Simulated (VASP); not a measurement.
# KBr (F-43m) in VASP: a series of runs, part 2 of 2

VASP 6.6.1.

## (6) Single point, PBEsol

Contents of INCAR:

```
PREC     = Accurate       # precision mode
ENCUT    = 500            # plane-wave cutoff, eV
EDIFF    = 1E-6           # SCF threshold, eV
ISMEAR   = 1              # smearing method
SIGMA    = 0.05           # smearing width, eV
LREAL    = F              # projectors in reciprocal space
LASPH    = T              # aspherical terms in the spheres
NELM     = 120            # most SCF steps
ALGO     = Normal         # electronic algorithm
ISIF     = 2              # what is computed and relaxed
LWAVE    = F              # write WAVECAR
LCHARG   = F              # write CHGCAR
GGA      = PS             # functional
NBANDS   = 15             # bands
GGA_COMPAT= F
```

Contents of KPOINTS:

```
regular mesh
0
Gamma
  4 4 4
```

Contents of POSCAR:

```
KBr
1.0
    0.0000000000      3.6882992926      3.6882992926
    3.6882992926      0.0000000000      3.6882992926
    3.6882992926      3.6882992926      0.0000000000
K Br
1 1
Direct
    0.0000000000      0.0000000000      0.0000000000
    0.2500000000      0.2500000000      0.2500000000
```

Potentials or basis: VASP PAW PBE potentials, release 64 (K_sv, Br).

Command:

```
cat potpaw_PBE.64/K_sv/POTCAR potpaw_PBE.64/Br/POTCAR > POTCAR
mpirun -np 1 vasp_std > vasp.out
```

OUTCAR:

```text
PREC = Accurate
   ENCUT = 500
   EDIFF = 1E-6
   ISMEAR = 1
   LREAL = F
   LASPH = T
   NELM = 120
   ISIF = 2
   GGA = PS

 ion  position               nearest neighbor table
   1  0.000  0.000  0.000-   2 3.19   2 3.19   2 3.19   2 3.19
   2  0.250  0.250  0.250-   1 3.19   1 3.19   1 3.19   1 3.19

  LATTYP: Found a face centered cubic cell.
 ALAT       =     7.3765985852

  Lattice vectors:

 A1 = (   0.0000000000,   3.6882992926,   3.6882992926)
 A2 = (   3.6882992926,   0.0000000000,   3.6882992926)
 A3 = (   3.6882992926,   3.6882992926,   0.0000000000)

Analysis of symmetry for initial positions (statically):
=====================================================================
 Subroutine PRICEL returns:
 Original cell was already a primitive cell.

 Routine SETGRP: Setting up the symmetry group for a
 face centered cubic supercell.

 Subroutine GETGRP returns: Found 24 space group operations
 (whereof 24 operations were pure point group operations)
 out of a pool of 48 trial point group operations.

The static configuration has the point symmetry T_d .

Analysis of symmetry for dynamics (positions and initial velocities):
=====================================================================
 Subroutine PRICEL returns:
 Original cell was already a primitive cell.

 Routine SETGRP: Setting up the symmetry group for a
 face centered cubic supercell.

 Subroutine GETGRP returns: Found 24 space group operations
 (whereof 24 operations were pure point group operations)
 out of a pool of 48 trial point group operations.

The dynamic configuration has the point symmetry T_d .

 Subroutine INISYM returns: Found 24 space group operations
 (whereof 24 operations are pure point group operations),
 and found     1 'primitive' translations

----------------------------------------------------------------------------------------

                                     Primitive cell

  volume of cell :     100.3479

  direct lattice vectors                    reciprocal lattice vectors
     0.000000000  3.688299293  3.688299293    -0.135563836  0.135563836  0.135563836
     3.688299293  0.000000000  3.688299293     0.135563836 -0.135563836  0.135563836
     3.688299293  3.688299293  0.000000000     0.135563836  0.135563836 -0.135563836

  length of vectors
     5.216042882  5.216042882  5.216042882     0.234803451  0.234803451  0.234803451

  position of ions in fractional coordinates (direct lattice)
     0.000000000  0.000000000  0.000000000
     0.250000000  0.250000000  0.250000000

  ion indices of the primitive-cell ions
   primitive index   ion index
                 1           1
                 2           2

----------------------------------------------------------------------------------------

 KPOINTS: regular mesh

Automatic generation of k-mesh.
 Grid dimensions read from file:
 generate k-points for:    4    4    4

 Generating k-lattice:

  Cartesian coordinates                     Fractional coordinates (reciprocal lattice)
    -0.033890959  0.033890959  0.033890959     0.250000000  0.000000000  0.000000000
     0.033890959 -0.033890959  0.033890959     0.000000000  0.250000000  0.000000000
     0.033890959  0.033890959 -0.033890959     0.000000000  0.000000000  0.250000000
[... 23 lines left out ...]
   number of dos      NEDOS =    301   number of ions     NIONS =      2
   total plane-waves  NPLWV =  64000
   dimension x,y,z NGX =    40 NGY =   40 NGZ =   40
   dimension x,y,z NGXF=    80 NGYF=   80 NGZF=   80
   ions per type =               1   1
   NGX,Y,Z   is equivalent  to a cutoff of  12.75, 12.75, 12.75 a.u.
   NGXF,Y,Z  is equivalent  to a cutoff of  25.50, 25.50, 25.50 a.u.
 SYSTEM =  unknown system
   PREC   = accura    normal or accurate (medium, high low for compatibility)
   ISTART =      0    job   : 0-new  1-cont  2-samecut
   ICHARG =      2    charge: 1-file 2-atom 10-const
   ISPIN  =      1    spin polarized calculation?
   LNONCOLLINEAR =      F non collinear calculations
   LSORBIT =      F    spin-orbit coupling
   LASPH  =      T    aspherical Exc in radial PAW
   ENCUT  =  500.0 eV  36.75 Ry    6.06 a.u.   9.51  9.51  9.51*2*pi/ulx,y,z
   NELM   =    120;   NELMIN=  2; NELMDL= -5     # of ELM steps
   EDIFF  = 0.1E-05   stopping-criterion for ELM
   LREAL  =      F    real-space projection
   EDIFFG = 0.1E-04   stopping-criterion for IOM
   NSW    =      0    number of steps for IOM
   IBRION =     -1    ionic relax: 0-MD 1-quasi-New 2-CG
   NFREE  =      0    steps in history (QN), initial steepest desc. (CG)
   ISIF   =      2    stress and relaxation
   ISYM   =      2    0-nonsym 1-usesym 2-fastsym
   POTIM  = 0.5000    time-step for ionic-motion
   TEBEG  =    0.0;   TEEND  =   0.0 temperature during run
   PSTRESS=    0.0 pullay stress
   NELECT =      16.0000    total number of electrons
   NUPDOWN=      -1.0000    fix difference up-down
   EMIN   =  10.00;   EMAX   =-10.00  energy-range for DOS
   EFERMI =   0.00;   METHOD = LEGACY
   ISMEAR =     1;   SIGMA  =   0.05  broadening in eV -4-tet -1-fermi 0-gaus
   EFERMI_NEDOS =   21; number of points for ismear=-14 and -15
   IALGO  =     38    algorithm
   IMIX   =      4    mixing-type and parameters
     AMIX     =   0.40;   BMIX     =  1.00
     AMIX_MAG =   1.60;   BMIX_MAG =  1.00
  volume/ion in A,a.u.               =      50.17       338.59
  Fermi-wavevector in a.u.,A,eV,Ry     =   0.887725  1.677558 10.722159  0.788056
  Thomas-Fermi vector in A             =   2.009061
   LORBIT       =      0    0 simple, 1 ext, 2 COOP (PROOUT), +10 PAW based schemes
   GGA     = PS    functional components
   LHFCALC =     F    Hartree Fock is set to
   AEXX    =    0.0000 exact exchange contribution
   IVDW    =     0    specifies the selected vdW correction
   LEPSILON=     F    determine dielectric tensor
   LRPA    =     F    only Hartree local field effects (RPA)
 non-spin polarized calculation
 Methfessel and Paxton  Order N= 1 SIGMA  =   0.05
  energy-cutoff  :      500.00
  volume of cell :      100.35
 maximum number of plane-waves:      2637
 NGX is ok and might be reduce to    40
   NGX = 19   NGY = 19   NGZ = 19

 number of electron      15.9999997 magnetization

 Free energy of the ion-electron system (eV)
  ---------------------------------------------------
  ext. energy  EPLUGINS =         0.00000000
  ---------------------------------------------------
  free energy    TOTEN  =        -6.22407857 eV

  energy without entropy =       -6.22830682  energy(sigma->0) =       -6.22548799

 E-fermi :  -3.1553     XC(G=0):  -5.9907

 val. band max:       -3.1889419281   @ k =  -0.2500   0.2500   0.0000
 cond. band min:       1.1037103404   @ k =   0.0000   0.0000   0.0000
 fundamental gap:      4.2926522685
 Fermi energy:        -3.1553221327

 k-point     1 :       0.0000    0.0000    0.0000
  band No.  band energies     occupation
      1     -30.8311      2.00000
      2     -15.0644      2.00000
      3     -14.3937      2.00000
      4     -14.3937      2.00000
      5     -14.3937      2.00000
      6      -3.2052      2.04986
      7      -3.2052      2.04986
      8      -3.2052      2.04986
      9       1.1037      0.00000
     10       5.4147      0.00000
     11       5.4147      0.00000
     12       6.4041      0.00000
     13       6.4041      0.00000
     14       6.4041      0.00000
[... 113 lines left out ...]
      2     -15.2891      2.00000
      3     -14.4158      2.00000
      4     -14.4097      2.00000
      5     -14.1155      2.00000
      6      -3.4537      2.00000
      7      -3.3904      2.00000
      8      -3.2132      2.06942
      9       3.1820      0.00000
     10       3.9994      0.00000
     11       5.6026      0.00000
     12       5.6329      0.00000
     13       6.1084      0.00000
     14       6.4161      0.00000
     15       7.1414      0.00000

------------------------ aborting loop because EDIFF is reached ----------------------------------------

  FORCE on cell =-STRESS in cart. coord.  units (eV):
  Direction    XX          YY          ZZ          XY          YZ          ZX
  --------------------------------------------------------------------------------------
  -------------------------------------------------------------------------------------
  Total       -0.1360194     -0.1360194     -0.1360194      0.0000000      0.0000000      0.0000000
  in kB       -2.1717156     -2.1717156     -2.1717156      0.0000000      0.0000000      0.0000000
  external PRESSURE =      -2.1717156 kB  Pullay stress =       0.0000000 kB

 VOLUME and BASIS-vectors are now :
 -----------------------------------------------------------------------------
  energy-cutoff  :      500.00
  volume of cell :      100.35
      direct lattice vectors                 reciprocal lattice vectors
     0.000000000  3.688299293  3.688299293    -0.135563836  0.135563836  0.135563836
     3.688299293  0.000000000  3.688299293     0.135563836 -0.135563836  0.135563836
     3.688299293  3.688299293  0.000000000     0.135563836  0.135563836 -0.135563836

 POSITION                                       TOTAL-FORCE (eV/Angst)
 -----------------------------------------------------------------------------------
      0.00000      0.00000      0.00000        -0.000000     -0.000000     -0.000000
      1.84415      1.84415      1.84415         0.000000      0.000000      0.000000
 -----------------------------------------------------------------------------------
    total drift:                               -0.000000     -0.000000     -0.000000

  FREE ENERGIE OF THE ION-ELECTRON SYSTEM (eV)
  ---------------------------------------------------
  free  energy   TOTEN  =        -6.2240785708 eV

  energy  without entropy=       -6.2283068248  energy(sigma->0) =       -6.22548799
```

Run time: 17 s. Hardware: 1 thread of AMD EPYC 7R43 (Zen 3), shared host; peak memory 0.2 GiB.

What came out:

| Property | Result |
| --- | --- |
| Free energy | -6.2241 eV |
| Pressure | -0.2 GPa |
| Band gap on the k mesh | 4.29 eV, indirect (least direct gap 4.31 eV) |

Caveat: the PAW data sets were made with another functional, which shifts forces and pressure a little.

## (7) The runs side by side

```tsv
smearing	gap on the mesh (eV)	pressure (GPa)
methfessel-paxton 0.2 eV	4.29	-0.2
methfessel-paxton 0.05 eV	4.29	-0.2
gaussian 0.2 eV	4.29	-0.2
gaussian 0.01 eV	4.29	-0.2
```

Alike in all rows: task single point; level PBEsol; potentials or basis VASP PAW PBE potentials, release 64 (K_sv, Br); no spin polarisation; cell as given; k mesh 4 × 4 × 4; cutoff (eV) 500.

On the cell as given the gap runs from 4.29 eV (PBEsol) to 4.29 eV (PBEsol).

Caveats: the PAW data sets were made with another functional, which shifts forces and pressure a little.

Absolute energies hang on the potentials; compare differences alone.
